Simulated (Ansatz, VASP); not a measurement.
Ga5N in VASP and in Ansatz

INCAR

```
SYSTEM = Ga5N
ALGO     = Normal         ! electronic algorithm
EDIFF    = 1E-6           ! SCF threshold, eV
EDIFFG   = -0.01          ! ionic threshold
ENCUT    = 600            ! plane-wave cutoff, eV
GGA      = PE             ! functional
IBRION   = 2              ! ionic algorithm
ISIF     = 3              ! what is computed and relaxed
ISMEAR   = 0              ! smearing method
LASPH    = .TRUE.         ! aspherical terms in the spheres
LCHARG   = .FALSE.        ! write CHGCAR
LREAL    = .FALSE.        ! projectors in reciprocal space
LWAVE    = .FALSE.        ! write WAVECAR
NELM     = 100            ! most SCF steps
NSW      = 100            ! ionic steps
PREC     = Accurate       ! precision mode
SIGMA    = 0.1            ! smearing width, eV
```

File KPOINTS:

```
k-points
0
G
  12 12 4
  0 0 0
```

POSCAR

```
Ga5N
1.0
    3.0317774211      0.0000000000      0.0000000000
   -1.5158887105      2.6255962653      0.0000000000
    0.0000000000      0.0000000000     12.3198638030
Ga N
5 1
Direct
    0.0000000000      0.0000000000      0.8940738719
    0.6666666667      0.3333333333      0.6967079108
    0.0000000000      0.0000000000      0.5000000000
    0.6666666667      0.3333333333      0.3032920892
    0.0000000000      0.0000000000      0.1059261281
    0.6666666667      0.3333333333      0.0000000000
```

Input for Ansatz:

```yaml
crystal:
  lattice:
    - [3.0317774211, 0.0, 0.0]
    - [-1.5158887105, 2.6255962653, 0.0]
    - [0.0, 0.0, 12.319863803]
  atoms:
    - { symbol: Ga, position: [0.0, 0.0, 0.8940738719] }
    - { symbol: Ga, position: [0.6666666667, 0.3333333333, 0.6967079108] }
    - { symbol: Ga, position: [0.0, 0.0, 0.5] }
    - { symbol: Ga, position: [0.6666666667, 0.3333333333, 0.3032920892] }
    - { symbol: Ga, position: [0.0, 0.0, 0.1059261281] }
    - { symbol: "N", position: [0.6666666667, 0.3333333333, 0.0] }
basis:
  ecutwfc: 420
kpoints:
  mp_grid: { grid: [12, 12, 4] }
hamiltonian:
  xc: pbe
scf:
  occupations: { method: gaussian, width: 0.1 }
output:
  forces: true
  stress: true
  eigenvalues: true
  write_density: true
  write_potential: true
  elf: true
  volumetric_format: npy
relax:
  adjacent_minimum: "off"
  f_tol: 0.01
  max_steps: 80
  cell: { stress_tol: 0.05 }
```

Change from the starting cell: species swapped into the LiMg5 type (P-6m2, No. 187).

Alike in both runs: task relaxation of cell and atoms; functional PBE; k mesh 12 × 12 × 4; occupations gaussian, width 0.1 eV; no spin polarisation.

```csv
,VASP,Ansatz
version,VASP 6.6.1,Ansatz 0.2.0
potentials or method,"VASP PAW PBE potentials, release 64 (Ga_d, N), cutoff 600 eV","scalar-relativistic, plane waves, PAW"
valence electrons in the cell,70,70
```

|  | VASP | Ansatz | Ansatz less VASP |
| --- | --- | --- | --- |
| gap on the k mesh at the Fermi level, each at its own relaxed structure (eV) | none | none | - |
| relaxed volume (Å³/atom) | 16.47 | 16.46 | -0.010 |
| relaxed length of the cell vector where the two differ most in proportion (Å) | 12.219 | 12.262 | +0.0431 |

A gap of «none» marks a metal or a gap that the smearing closes.
